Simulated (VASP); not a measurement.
# CdF2 (Fm-3m) in VASP: a series of runs

Runs on CdF2. Level: LDA. Tasks: single point.

All numbers are computed with VASP 6.6.1; they aren't measurements. Logs are shortened: lines on timing, memory, paths and dates and some standing lists are left out, and cuts for length are marked.

### 1 The cell of the first run

It takes space group Fm-3m (No. 225, cubic). Conventional cell: a = 5.315 Å, b = 5.315 Å, c = 5.315 Å, α = 90.00°, β = 90.00°, γ = 90.00°. Cd (site symmetry m-3m) has 8 F at 2.30 Å within 3.0 Å. F (site symmetry -43m) has 4 Cd at 2.30 Å and 6 F at 2.66 Å within 3.0 Å.

### 2 Single point, LDA (volume scaled by 0.96)

The input, INCAR:

```
SYSTEM = CdF2
  PREC = Accurate
  ENCUT = 520
  EDIFF = 1E-6
  ISMEAR = -1
  SIGMA = 0.02
  LREAL = .FALSE.
  LASPH = .TRUE.
  NELM = 80
  ALGO = Normal
  ISIF = 2
  LWAVE = .FALSE.
  LCHARG = .FALSE.
  NBANDS = 20
```

The input, KPOINTS:

```
Automatic mesh
0
G
  8 8 8
  0 0 0
```

The input, POSCAR:

```
CdF2
1.0
    0.0000000000      2.6575901313      2.6575901313
    2.6575901313      0.0000000000      2.6575901313
    2.6575901313      2.6575901313      0.0000000000
Cd F
1 2
Direct
    0.0000000000      0.0000000000      0.0000000000
    0.2500000000      0.2500000000      0.2500000000
    0.7500000000      0.7500000000      0.7500000000
```

Potentials or basis: VASP PAW LDA potentials, release 64 (Cd, F).

Run with:

```console
$ cat potpaw_LDA.64/Cd/POTCAR potpaw_LDA.64/F/POTCAR > POTCAR
$ mpirun -np 1 vasp_std > vasp.out
```

OUTCAR:

```text
SYSTEM = CdF2
   PREC = Accurate
   ENCUT = 520
   EDIFF = 1E-6
   ISMEAR = -1
   LREAL = .FALSE.
   LASPH = .TRUE.
   NELM = 80
   ISIF = 2

 ion  position               nearest neighbor table
   1  0.000  0.000  0.000-   3 2.30   3 2.30   3 2.30   2 2.30   3 2.30   2 2.30   2 2.30   2 2.30

   2  0.250  0.250  0.250-   1 2.30   1 2.30   1 2.30   1 2.30
   3  0.750  0.750  0.750-   1 2.30   1 2.30   1 2.30   1 2.30

  LATTYP: Found a face centered cubic cell.
 ALAT       =     5.3151802626

  Lattice vectors:

 A1 = (   0.0000000000,   2.6575901313,   2.6575901313)
 A2 = (   2.6575901313,   0.0000000000,   2.6575901313)
 A3 = (   2.6575901313,   2.6575901313,   0.0000000000)

Analysis of symmetry for initial positions (statically):
=====================================================================
 Subroutine PRICEL returns:
 Original cell was already a primitive cell.

 Routine SETGRP: Setting up the symmetry group for a
 face centered cubic supercell.

 Subroutine GETGRP returns: Found 48 space group operations
 (whereof 48 operations were pure point group operations)
 out of a pool of 48 trial point group operations.

The static configuration has the point symmetry O_h .

Analysis of symmetry for dynamics (positions and initial velocities):
=====================================================================
 Subroutine PRICEL returns:
 Original cell was already a primitive cell.

 Routine SETGRP: Setting up the symmetry group for a
 face centered cubic supercell.

 Subroutine GETGRP returns: Found 48 space group operations
 (whereof 48 operations were pure point group operations)
 out of a pool of 48 trial point group operations.

The dynamic configuration has the point symmetry O_h .

 Subroutine INISYM returns: Found 48 space group operations
 (whereof 48 operations are pure point group operations),
 and found     1 'primitive' translations

----------------------------------------------------------------------------------------

                                     Primitive cell

  volume of cell :      37.5400

  direct lattice vectors                    reciprocal lattice vectors
     0.000000000  2.657590131  2.657590131    -0.188140374  0.188140374  0.188140374
     2.657590131  0.000000000  2.657590131     0.188140374 -0.188140374  0.188140374
     2.657590131  2.657590131  0.000000000     0.188140374  0.188140374 -0.188140374
[... 76 lines left out ...]
 SYSTEM =  CdF2
   PREC   = accura    normal or accurate (medium, high low for compatibility)
   ISTART =      0    job   : 0-new  1-cont  2-samecut
   ICHARG =      2    charge: 1-file 2-atom 10-const
   ISPIN  =      1    spin polarized calculation?
   LNONCOLLINEAR =      F non collinear calculations
   LSORBIT =      F    spin-orbit coupling
   LASPH  =      T    aspherical Exc in radial PAW
   ENCUT  =  520.0 eV  38.22 Ry    6.18 a.u.   6.99  6.99  6.99*2*pi/ulx,y,z
   NELM   =     80;   NELMIN=  2; NELMDL= -5     # of ELM steps
   EDIFF  = 0.1E-05   stopping-criterion for ELM
   LREAL  =      F    real-space projection
   EDIFFG = 0.1E-04   stopping-criterion for IOM
   NSW    =      0    number of steps for IOM
   IBRION =     -1    ionic relax: 0-MD 1-quasi-New 2-CG
   NFREE  =      0    steps in history (QN), initial steepest desc. (CG)
   ISIF   =      2    stress and relaxation
   ISYM   =      2    0-nonsym 1-usesym 2-fastsym
   POTIM  = 0.5000    time-step for ionic-motion
   TEBEG  =    0.0;   TEEND  =   0.0 temperature during run
   PSTRESS=    0.0 pullay stress
   NELECT =      26.0000    total number of electrons
   NUPDOWN=      -1.0000    fix difference up-down
   EMIN   =  10.00;   EMAX   =-10.00  energy-range for DOS
   EFERMI =   0.00;   METHOD = LEGACY
   ISMEAR =    -1;   SIGMA  =   0.02  broadening in eV -4-tet -1-fermi 0-gaus
   EFERMI_NEDOS =   21; number of points for ismear=-14 and -15
   IALGO  =     38    algorithm
   IMIX   =      4    mixing-type and parameters
     AMIX     =   0.40;   BMIX     =  1.00
     AMIX_MAG =   1.60;   BMIX_MAG =  1.00
  volume/ion in A,a.u.               =      12.51        84.44
  Fermi-wavevector in a.u.,A,eV,Ry     =   1.448443  2.737160 28.544831  2.097986
  Thomas-Fermi vector in A             =   2.566283
   LORBIT       =      0    0 simple, 1 ext, 2 COOP (PROOUT), +10 PAW based schemes
   GGA     = CA    functional components
   LHFCALC =     F    Hartree Fock is set to
   AEXX    =    0.0000 exact exchange contribution
   IVDW    =     0    specifies the selected vdW correction
   LEPSILON=     F    determine dielectric tensor
   LRPA    =     F    only Hartree local field effects (RPA)
 non-spin polarized calculation
  energy-cutoff  :      520.00
  volume of cell :       37.54
 maximum number of plane-waves:      1036
   NGX = 13   NGY = 13   NGZ = 13

 number of electron      26.0000017 magnetization

 Free energy of the ion-electron system (eV)
  ---------------------------------------------------
  ext. energy  EPLUGINS =         0.00000000
  ---------------------------------------------------
  free energy    TOTEN  =       -12.73647162 eV

  energy without entropy =      -12.73647162  energy(sigma->0) =      -12.73647162

 E-fermi :  -0.8752     XC(G=0): -11.3494

 val. band max:       -1.3327955028   @ k =  -0.2500   0.5000   0.2500
 cond. band min:       1.6068749492   @ k =   0.0000   0.0000   0.0000
 fundamental gap:      2.9396704519
 Fermi energy:        -0.8752339936

 k-point     1 :       0.0000    0.0000    0.0000
  band No.  band energies     occupation
      1     -22.0259      2.00000
      2     -20.7159      2.00000
      3      -7.1304      2.00000
      4      -7.1304      2.00000
      5      -7.1304      2.00000
      6      -5.6594      2.00000
[... 541 lines left out ...]
     19      17.2785      0.00000
     20      20.8851      0.00000

 [... further k-points ...]
[... 5 lines left out ...]
  --------------------------------------------------------------------------------------
  -------------------------------------------------------------------------------------
  Total       -0.0073052     -0.0073052     -0.0073052      0.0000000      0.0000000      0.0000000
  in kB       -0.3117815     -0.3117815     -0.3117815      0.0000000      0.0000000      0.0000000
  external PRESSURE =      -0.3117815 kB  Pullay stress =       0.0000000 kB

 VOLUME and BASIS-vectors are now :
 -----------------------------------------------------------------------------
  energy-cutoff  :      520.00
  volume of cell :       37.54
      direct lattice vectors                 reciprocal lattice vectors
     0.000000000  2.657590131  2.657590131    -0.188140374  0.188140374  0.188140374
     2.657590131  0.000000000  2.657590131     0.188140374 -0.188140374  0.188140374
     2.657590131  2.657590131  0.000000000     0.188140374  0.188140374 -0.188140374

 POSITION                                       TOTAL-FORCE (eV/Angst)
 -----------------------------------------------------------------------------------
      0.00000      0.00000      0.00000         0.000000     -0.000000     -0.000000
      1.32880      1.32880      1.32880        -0.000000      0.000000     -0.000000
      3.98639      3.98639      3.98639         0.000000     -0.000000      0.000000
 -----------------------------------------------------------------------------------
    total drift:                                0.000000      0.000000      0.000000

  FREE ENERGIE OF THE ION-ELECTRON SYSTEM (eV)
  ---------------------------------------------------
  free  energy   TOTEN  =       -12.7364716188 eV

  energy  without entropy=      -12.7364716188  energy(sigma->0) =      -12.73647162
```

stdout:

```text
POSCAR found type information on POSCAR CdF
 POSCAR found :  2 types and       3 ions
 scaLAPACK will be used
 LDA part: xc-table for (Slater(with rela. corr.)+CA(PZ))
 , standard interpolation
 POSCAR, INCAR and KPOINTS ok, starting setup
 FFT: planning ... GRIDC
 FFT: planning ... GRID_SOFT
 FFT: planning ... GRID
 WAVECAR not read
 entering main loop
```

It took 7.6 s on 1 thread of Intel Xeon 6975P-C (Granite Rapids), shared host; peak memory 0.15 GiB.

What came out:

```
Free energy            : -12.7365 eV
Pressure               : 0.0 GPa
Band gap on the k mesh : 2.94 eV, indirect (least direct gap 3.37 eV)
```

### 3 Single point, LDA (volume scaled by 0.99)

The input, INCAR:

```
SYSTEM = CdF2
  PREC = Accurate
  ENCUT = 520
  EDIFF = 1E-7
  ISMEAR = -1
  SIGMA = 0.02
  LREAL = .False.
  LASPH = .True.
  NELM = 60
  ALGO = Normal
  ISIF = 2
  LWAVE = .False.
  LCHARG = .False.
  NBANDS = 20
```

The input, KPOINTS:

```
Automatic mesh
0
Gamma
  8 8 8
  0 0 0
```

The input, POSCAR:

```
CdF2
1.0
    0.0000000000      2.6849898992      2.6849898992
    2.6849898992      0.0000000000      2.6849898992
    2.6849898992      2.6849898992      0.0000000000
Cd F
1 2
Direct
    0.0000000000      0.0000000000      0.0000000000
    0.2500000000      0.2500000000      0.2500000000
    0.7500000000      0.7500000000      0.7500000000
```

Potentials or basis: VASP PAW LDA potentials, release 64 (Cd, F).

Run with:

```console
$ cat potpaw_LDA.64/Cd/POTCAR potpaw_LDA.64/F/POTCAR > POTCAR
$ mpirun -np 1 vasp_std > vasp.out
```

It took 8.6 s on 1 thread of Intel Xeon 6975P-C (Granite Rapids), shared host; peak memory 0.15 GiB.

Results (log left out):

| Quantity | Value |
| --- | --- |
| Free energy | -12.7252 eV |
| Pressure | -3.7 GPa |
| Band gap on the k mesh | 2.83 eV, indirect (least direct gap 3.30 eV) |

Levels at points of the mesh, in eV from the valence-band top:
```tsv
k point	band 9	band 10	band 11	band 12	band 13	band 14	band 15	band 16	band 17	band 18
(0.00, 0.00, 0.00)	-1.03	-1.03	-0.47	-0.47	-0.47	2.83	12.35	12.35	12.35	17.21
(0.50, 0.00, 0.00)	-2.41	-1.94	-1.94	-0.38	-0.38	7.02	8.82	14.22	14.22	17.87
(0.50, 0.50, 0.00)	-3.11	-3.11	-0.54	-0.09	-0.09	7.83	9.39	11.47	14.02	14.02
```

 A k mesh can miss the band edges.
